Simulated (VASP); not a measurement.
# BeAg2F6 (Fm-3m) in VASP: further runs

BeAg2F6 is run at these levels: PBE; tasks: single point, relaxation of cell and atoms.

All numbers are computed with VASP 6.6.1; they aren't measurements. Logs are shortened: lines on timing, memory, paths and dates and some standing lists are left out, and cuts for length are marked.

### Step 1. The cell of the first run

The structure is cubic, space group Fm-3m (No. 225). The conventional cell has a = 7.346 Å, b = 7.346 Å, c = 7.346 Å, α = 90.00°, β = 90.00°, γ = 90.00°. Within 2.3 Å of Be (site symmetry m-3m) lie 6 F at 1.72 Å. Within 3.4 Å of Ag (site symmetry -43m) lie 12 F at 2.60 Å and 4 Be at 3.18 Å. F (site symmetry 4mm) has 1 Be at 1.72 Å within 2.3 Å.

### Step 2. Single point, PBE, collinear spin, ferromagnetic start

File INCAR:

```
PREC = Accurate ; ENCUT = 520
EDIFF = 1E-6 ; ISMEAR = 0
SIGMA = 0.1 ; LREAL = F
LASPH = T ; NELM = 150
ALGO = Normal ; ISIF = 2
LWAVE = F ; LCHARG = T
ISPIN = 2 ; MAGMOM = 0 0.49 0.49 0.19 0.19 0.19 0.19 0.19 0.19
LORBIT = 11 ; LMAXMIX = 4
GGA = PE ; LELF = T
LVHAR = T ; NBANDS = 47
```

File KPOINTS:

```
Automatic mesh
0
Gamma
  10 10 10
```

File POSCAR:

```
BeAg2F6
1.0
    0.0000000000      3.6728162596      3.6728162596
    3.6728162596      0.0000000000      3.6728162596
    3.6728162596      3.6728162596      0.0000000000
Be Ag F
1 2 6
Direct
    0.0000000000      0.0000000000      0.0000000000
    0.2500000000      0.2500000000      0.2500000000
    0.7500000000      0.7500000000      0.7500000000
    0.7652178211      0.2347821789      0.2347821789
    0.2347821789      0.7652178211      0.2347821789
    0.2347821789      0.7652178211      0.7652178211
    0.7652178211      0.2347821789      0.7652178211
    0.2347821789      0.2347821789      0.7652178211
    0.7652178211      0.7652178211      0.2347821789
```

Potentials or basis: VASP PAW PBE potentials, release 64 (Be, Ag, F).

The run is started by

```bash
> cat potpaw_PBE.64/Be/POTCAR potpaw_PBE.64/Ag/POTCAR potpaw_PBE.64/F/POTCAR > POTCAR
> mpirun -np 1 vasp_std > vasp.out
```

OUTCAR:

```text
PREC = Accurate
   ENCUT = 520
   EDIFF = 1E-6
   ISMEAR = 0
   LREAL = F
   LASPH = T
   NELM = 150
   ISIF = 2
   ISPIN = 2
   LORBIT = 11
   GGA = PE

 ion  position               nearest neighbor table
   1  0.000  0.000  0.000-   4 1.72   5 1.72   6 1.72   7 1.72   8 1.72   9 1.72
   2  0.250  0.250  0.250-   4 2.60   7 2.60   5 2.60   6 2.60   6 2.60   7 2.60   4 2.60   5 2.60
                             8 2.60   9 2.60   9 2.60   8 2.60
   3  0.750  0.750  0.750-   6 2.60   7 2.60   4 2.60   5 2.60   4 2.60   7 2.60   5 2.60   6 2.60
                             8 2.60   9 2.60   9 2.60   8 2.60
   4  0.765  0.235  0.235-   1 1.72   3 2.60   3 2.60   2 2.60   2 2.60
   5  0.235  0.765  0.235-   1 1.72   3 2.60   3 2.60   2 2.60   2 2.60
   6  0.235  0.765  0.765-   1 1.72   3 2.60   3 2.60   2 2.60   2 2.60
   7  0.765  0.235  0.765-   1 1.72   3 2.60   3 2.60   2 2.60   2 2.60
   8  0.235  0.235  0.765-   1 1.72   3 2.60   3 2.60   2 2.60   2 2.60
   9  0.765  0.765  0.235-   1 1.72   3 2.60   3 2.60   2 2.60   2 2.60

  LATTYP: Found a face centered cubic cell.
 ALAT       =     7.3456325192

  Lattice vectors:

 A1 = (   0.0000000000,   3.6728162596,   3.6728162596)
 A2 = (   3.6728162596,   0.0000000000,   3.6728162596)
 A3 = (   3.6728162596,   3.6728162596,   0.0000000000)

Analysis of symmetry for initial positions (statically):
=====================================================================
 Subroutine PRICEL returns:
 Original cell was already a primitive cell.

 Routine SETGRP: Setting up the symmetry group for a
 face centered cubic supercell.

 Subroutine GETGRP returns: Found 48 space group operations
 (whereof 48 operations were pure point group operations)
 out of a pool of 48 trial point group operations.

The static configuration has the point symmetry O_h .

Analysis of symmetry for dynamics (positions and initial velocities):
=====================================================================
 Subroutine PRICEL returns:
 Original cell was already a primitive cell.

 Routine SETGRP: Setting up the symmetry group for a
 face centered cubic supercell.

 Subroutine GETGRP returns: Found 48 space group operations
 (whereof 48 operations were pure point group operations)
 out of a pool of 48 trial point group operations.

The dynamic configuration has the point symmetry O_h .

Analysis of structural, dynamic, and magnetic symmetry:
=====================================================================
 Subroutine PRICEL returns:
 Original cell was already a primitive cell.

 Routine SETGRP: Setting up the symmetry group for a
 face centered cubic supercell.

 Subroutine GETGRP returns: Found 48 space group operations
 (whereof 48 operations were pure point group operations)
 out of a pool of 48 trial point group operations.

The overall configuration has the point symmetry O_h .

 Subroutine INISYM returns: Found 48 space group operations
 (whereof 48 operations are pure point group operations),
 and found     1 'primitive' translations

----------------------------------------------------------------------------------------

                                     Primitive cell

  volume of cell :      99.0895

  direct lattice vectors                    reciprocal lattice vectors
     0.000000000  3.672816260  3.672816260    -0.136135315  0.136135315  0.136135315
     3.672816260  0.000000000  3.672816260     0.136135315 -0.136135315  0.136135315
     3.672816260  3.672816260  0.000000000     0.136135315  0.136135315 -0.136135315

  length of vectors
     5.194146566  5.194146566  5.194146566     0.235793283  0.235793283  0.235793283

  position of ions in fractional coordinates (direct lattice)
     0.000000000  0.000000000  0.000000000
     0.250000000  0.250000000  0.250000000
     0.750000000  0.750000000  0.750000000
     0.765217821  0.234782179  0.234782179
     0.234782179  0.765217821  0.234782179
     0.234782179  0.765217821  0.765217821
     0.765217821  0.234782179  0.765217821
     0.234782179  0.234782179  0.765217821
     0.765217821  0.765217821  0.234782179

[... 64 lines left out ...]
 [... further k-points ...]
   k-points           NKPTS =     47   k-points in BZ     NKDIM =     47   number of bands    NBANDS=     47
   number of dos      NEDOS =    301   number of ions     NIONS =      9
   total plane-waves  NPLWV =  64000
   dimension x,y,z NGX =    40 NGY =   40 NGZ =   40
   dimension x,y,z NGXF=    80 NGYF=   80 NGZF=   80
   ions per type =               1   2   6
   NGX,Y,Z   is equivalent  to a cutoff of  12.80, 12.80, 12.80 a.u.
   NGXF,Y,Z  is equivalent  to a cutoff of  25.61, 25.61, 25.61 a.u.
 SYSTEM =  unknown system
   PREC   = accura    normal or accurate (medium, high low for compatibility)
   ISTART =      0    job   : 0-new  1-cont  2-samecut
   ICHARG =      2    charge: 1-file 2-atom 10-const
   ISPIN  =      2    spin polarized calculation?
   LNONCOLLINEAR =      F non collinear calculations
   LSORBIT =      F    spin-orbit coupling
   LASPH  =      T    aspherical Exc in radial PAW
   ENCUT  =  520.0 eV  38.22 Ry    6.18 a.u.   9.66  9.66  9.66*2*pi/ulx,y,z
   NELM   =    150;   NELMIN=  2; NELMDL= -5     # of ELM steps
   EDIFF  = 0.1E-05   stopping-criterion for ELM
   LREAL  =      F    real-space projection
[... 7 lines left out ...]
   TEBEG  =    0.0;   TEEND  =   0.0 temperature during run
   PSTRESS=    0.0 pullay stress
   NELECT =      66.0000    total number of electrons
   NUPDOWN=      -1.0000    fix difference up-down
   EMIN   =  10.00;   EMAX   =-10.00  energy-range for DOS
   EFERMI =   0.00;   METHOD = LEGACY
   ISMEAR =     0;   SIGMA  =   0.10  broadening in eV -4-tet -1-fermi 0-gaus
   EFERMI_NEDOS =   21; number of points for ismear=-14 and -15
   IALGO  =     38    algorithm
   IMIX   =      4    mixing-type and parameters
     AMIX     =   0.40;   BMIX     =  1.00
     AMIX_MAG =   1.60;   BMIX_MAG =  1.00
  volume/ion in A,a.u.               =      11.01        74.30
  Fermi-wavevector in a.u.,A,eV,Ry     =   1.429707  2.701754 27.811140  2.044061
  Thomas-Fermi vector in A             =   2.549631
   LORBIT       =     11    0 simple, 1 ext, 2 COOP (PROOUT), +10 PAW based schemes
   GGA     = PE    functional components
   LHFCALC =     F    Hartree Fock is set to
   AEXX    =    0.0000 exact exchange contribution
   IVDW    =     0    specifies the selected vdW correction
   LEPSILON=     F    determine dielectric tensor
   LRPA    =     F    only Hartree local field effects (RPA)
 spin polarized calculation
 Gauss-broadening in eV      SIGMA  =   0.10
  energy-cutoff  :      520.00
  volume of cell :       99.09
 maximum number of plane-waves:      2701
   NGX = 19   NGY = 19   NGZ = 19

 number of electron      66.0000001 magnetization       1.9999586

 Free energy of the ion-electron system (eV)
  ---------------------------------------------------
  ext. energy  EPLUGINS =         0.00000000
  ---------------------------------------------------
  free energy    TOTEN  =       -33.30122097 eV

  energy without entropy =      -33.24849617  energy(sigma->0) =      -33.27485857

 E-fermi :   1.1511     XC(G=0): -10.8283

 val. band max:        1.1458122703   @ k =  -0.4000   0.2000   0.0000
 cond. band min:       1.1531368876   @ k =   0.3000   0.3000   0.0000
 fundamental gap:      0.0073246174
 Fermi energy:         1.1510711532

 spin component 1

 k-point     1 :       0.0000    0.0000    0.0000
  band No.  band energies     occupation
      1     -20.6945      1.00000
      2     -19.7177      1.00000
      3     -19.7177      1.00000
      4     -19.7177      1.00000
      5     -19.2058      1.00000
      6     -19.2058      1.00000
[... 1141 lines left out ...]
     44      16.5239      0.00000
     45      16.9791      0.00000

 [... further k-points ...]

 spin component 2

 k-point     1 :       0.0000    0.0000    0.0000
  band No.  band energies     occupation
      1     -20.3874      1.00000
      2     -19.3855      1.00000
      3     -19.3855      1.00000
      4     -19.3855      1.00000
      5     -18.8602      1.00000
      6     -18.8602      1.00000
[... 1141 lines left out ...]
     44      16.5907      0.00000
     45      17.0174      0.00000

 [... further k-points ...]

 [bands above 45 left out]

------------------------ aborting loop because EDIFF is reached ----------------------------------------

  FORCE on cell =-STRESS in cart. coord.  units (eV):
  Direction    XX          YY          ZZ          XY          YZ          ZX
  --------------------------------------------------------------------------------------
  -------------------------------------------------------------------------------------
  Total       -0.1338540     -0.1338540     -0.1338540      0.0000000     -0.0000000     -0.0000000
  in kB       -2.1642846     -2.1642846     -2.1642846      0.0000000     -0.0000000     -0.0000000
  external PRESSURE =      -2.1642846 kB  Pullay stress =       0.0000000 kB

 VOLUME and BASIS-vectors are now :
 -----------------------------------------------------------------------------
  energy-cutoff  :      520.00
  volume of cell :       99.09
      direct lattice vectors                 reciprocal lattice vectors
     0.000000000  3.672816260  3.672816260    -0.136135315  0.136135315  0.136135315
     3.672816260  0.000000000  3.672816260     0.136135315 -0.136135315  0.136135315
     3.672816260  3.672816260  0.000000000     0.136135315  0.136135315 -0.136135315

 POSITION                                       TOTAL-FORCE (eV/Angst)
 -----------------------------------------------------------------------------------
      0.00000      0.00000      0.00000        -0.000000     -0.000000      0.000000
      1.83641      1.83641      1.83641        -0.000000      0.000000      0.000000
      5.50922      5.50922      5.50922        -0.000000      0.000000     -0.000000
      1.72462      3.67282      3.67282         0.024846     -0.000000      0.000000
      3.67282      1.72462      3.67282        -0.000000      0.024846      0.000000
      5.62101      3.67282      3.67282        -0.024846     -0.000000      0.000000
      3.67282      5.62101      3.67282        -0.000000     -0.024846      0.000000
      3.67282      3.67282      1.72462        -0.000000     -0.000000      0.024846
      3.67282      3.67282      5.62101        -0.000000     -0.000000     -0.024846
 -----------------------------------------------------------------------------------
    total drift:                                0.000000      0.000000      0.000000

  FREE ENERGIE OF THE ION-ELECTRON SYSTEM (eV)
  ---------------------------------------------------
  free  energy   TOTEN  =       -33.3012209663 eV

  energy  without entropy=      -33.2484961739  energy(sigma->0) =      -33.27485857

 total charge

# of ion       s       p       d       tot
------------------------------------------
    1        0.344   0.641   0.000   0.985
    2        0.139   0.115   9.114   9.368
    3        0.139   0.115   9.114   9.368
    4        1.747   4.300   0.000   6.047
    5        1.747   4.300   0.000   6.047
    6        1.747   4.300   0.000   6.047
    7        1.747   4.300   0.000   6.047
    8        1.747   4.300   0.000   6.047
    9        1.747   4.300   0.000   6.047
--------------------------------------------------
tot         11.101  26.672  18.228  56.001

 magnetization (x)

# of ion       s       p       d       tot
------------------------------------------
    1       -0.003  -0.007   0.000  -0.010
    2       -0.005  -0.003   0.446   0.438
    3       -0.005  -0.003   0.446   0.438
    4        0.001   0.178   0.000   0.179
    5        0.001   0.178   0.000   0.179
    6        0.001   0.178   0.000   0.179
    7        0.001   0.178   0.000   0.179
    8        0.001   0.178   0.000   0.179
    9        0.001   0.178   0.000   0.179
--------------------------------------------------
tot         -0.007   1.054   0.892   1.939
```

Wall time 6.3 min (1 thread of Intel Xeon Platinum 8375C at 2.90GHz (Ice Lake), shared host); peak memory 0.48 GiB.

Results:

```
Free energy                                           : -33.3012 eV
Pressure                                              : -0.2 GPa
Largest force                                         : 0.025 eV/Å
Band gap on the k mesh                                : zero (filled and empty bands overlap)
Net moment                                            : 2.00 μB per cell
Site moments                                          : Be -0.01; Ag +0.44; F +0.18 μB
Valence electrons inside the program's atomic spheres : Be 0.98; Ag 9.37; F 6.05
```

Forces in eV/Å, atoms in the order of the input:
```
Be   0.000  0.000  0.000
Ag   0.000  0.000  0.000
Ag   0.000  0.000  0.000
F    0.025  0.000  0.000
F    0.000  0.025  0.000
F   -0.025  0.000  0.000
F    0.000 -0.025  0.000
F    0.000  0.000  0.025
F    0.000  0.000 -0.025
```

(Part 1 of 3 ends here.)
